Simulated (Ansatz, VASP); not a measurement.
One calculation of OsSe, two programs

```xyz
2
Lattice="0.0000 2.7909 2.7909 2.7909 0.0000 2.7909 2.7909 2.7909 0.0000" Properties=species:S:1:pos:R:3 pbc="T T T"
Os    0.0000    0.0000    0.0000
Se    1.3954    1.3954    1.3954
```

Alike in both runs: task single point; functional PBE; k mesh 10 × 10 × 10; occupations gaussian, width 0.05 eV; collinear spin.

```csv
,VASP,Ansatz
version,VASP 6.6.1,Ansatz 0.2.0
potentials or method,"VASP PAW PBE potentials, release 64 (Os, Se), cutoff 520 eV","scalar-relativistic, plane waves, PAW"
valence electrons in the cell,14,32
```

```tsv
	VASP	Ansatz	Ansatz less VASP
gap on the k mesh at the Fermi level (eV)	none	none	-
pressure (GPa)	-4.5	-5.0	-0.43
net moment per atom (μB)	0.00	0.00	-0.002
```

A gap of «none» marks a metal or a gap that the smearing closes. VASP's potentials hold 14 valence electrons a cell and Ansatz's 32, so a difference there can come from the potentials and not from the codes. Ansatz's warnings: seeded moment not kept.

Neither program's run includes spin-orbit coupling.
